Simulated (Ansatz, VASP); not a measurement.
Two plane-wave programs on CdS

File INCAR:

```
SYSTEM = CdS
PREC = Accurate ; ENCUT = 520
EDIFF = 1E-6 ; ISMEAR = 0
SIGMA = 0.02 ; LREAL = .False.
LASPH = .True. ; NELM = 60
ALGO = Normal ; ISIF = 2
LWAVE = .False. ; LCHARG = .False.
GGA = PE ; NBANDS = 16
```

File KPOINTS:

```
Automatic mesh
0
Gamma
  8 8 8
  0 0 0
```

Contents of POSCAR:

```
CdS
1.0
    0.0000000000      2.9634000000      2.9634000000
    2.9634000000      0.0000000000      2.9634000000
    2.9634000000      2.9634000000      0.0000000000
Cd S
1 1
Direct
    0.0000000000      0.0000000000      0.0000000000
    0.2500000000      0.2500000000      0.2500000000
```

Input for Ansatz:

```yaml
crystal:
  lattice:
    - [0.0, 2.9634, 2.9634]
    - [2.9634, 0.0, 2.9634]
    - [2.9634, 2.9634, 0.0]
  atoms:
    - { symbol: Cd, position: [0.0, 0.0, 0.0] }
    - { symbol: S, position: [0.25, 0.25, 0.25] }
basis:
  ecutwfc: 420
kpoints:
  mp_grid: { grid: [8, 8, 8] }
hamiltonian:
  xc: pbe
scf:
  occupations: { method: gaussian, width: 0.02 }
output:
  forces: true
  stress: true
  eigenvalues: true
```

Alike in both runs: task single point; functional PBE; k mesh 8 × 8 × 8; occupations gaussian, width 0.02 eV; no spin polarisation.

|  | VASP | Ansatz |
| --- | --- | --- |
| version | VASP 6.6.1 | Ansatz 0.2.0 |
| potentials or method | VASP PAW PBE potentials, release 64 (Cd, S), cutoff 520 eV | scalar-relativistic, plane waves, PAW |
| valence electrons in the cell | 18 | 26 |

|  | VASP | Ansatz | Ansatz less VASP |
| --- | --- | --- | --- |
| gap on the k mesh at the Fermi level (eV) | 1.04 | 1.04 | -0.002 |
| least direct gap on the mesh (eV) | 1.04 | 1.04 | -0.002 |
| pressure (GPa) | 0.3 | 0.0 | -0.29 |

VASP's potentials hold 18 valence electrons a cell and Ansatz's 26, so a difference there can come from the potentials and not from the codes.
